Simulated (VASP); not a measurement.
NiO: single point with r2SCAN

Crystal: NiO.

```
Ni O
1.0
     0.00000    2.10500    2.10500
     2.10500    0.00000    2.10500
     2.10500    2.10500    0.00000
Ni O
1 1
Direct
  0.03700 0.01850 0.01233
  0.53700 0.51850 0.51233
```

```json
{
  "Program": "VASP 6.6.1",
  "Task": "single point",
  "Functional": "r2SCAN",
  "Potentials or basis": "VASP PAW PBE potentials, release 64 (Ni, O)",
  "Cutoff": "660 eV",
  "k mesh": "2 × 2 × 2",
  "Occupations": "fermi-dirac, width 0.1 eV",
  "Spin": "no spin polarisation"
}
```

```yaml
Pressure: -21.0 GPa
Band_gap_on_the_k_mesh: zero (band 8 reaches 8.98 eV, above the bottom of band 9 at 6.33 eV)
```

Levels at points of the mesh, in eV from the Fermi level:
```
           k point  band 7  band 8  band 9  band 10  band 11  band 12
(0.00, 0.00, 0.00)   -2.40   -1.71   -1.71     1.35    17.84    18.97
(0.50, 0.00, 0.00)   -1.27    0.94    0.94     5.54     9.97    14.17
(0.50, 0.50, 0.00)   -1.37   -1.32   -0.84     6.26    10.56    12.26
```

Run time: 15 s on 1 thread of Intel(R) Xeon(R) Platinum 8488C (Sapphire Rapids), with other jobs on the host, peak memory 0.15 GiB.

Caveat: the k points lie up to 1.29 Å⁻¹ apart; the PAW data sets were made with another functional, which shifts forces and pressure a little; the run has no spin polarisation, though such a crystal can be magnetic; semilocal functionals often make such compounds metallic where correlation or magnetic order opens a gap, which also shifts bond lengths. Spin polarisation is off, so any magnetic state and its effect on volume and gap are missing.
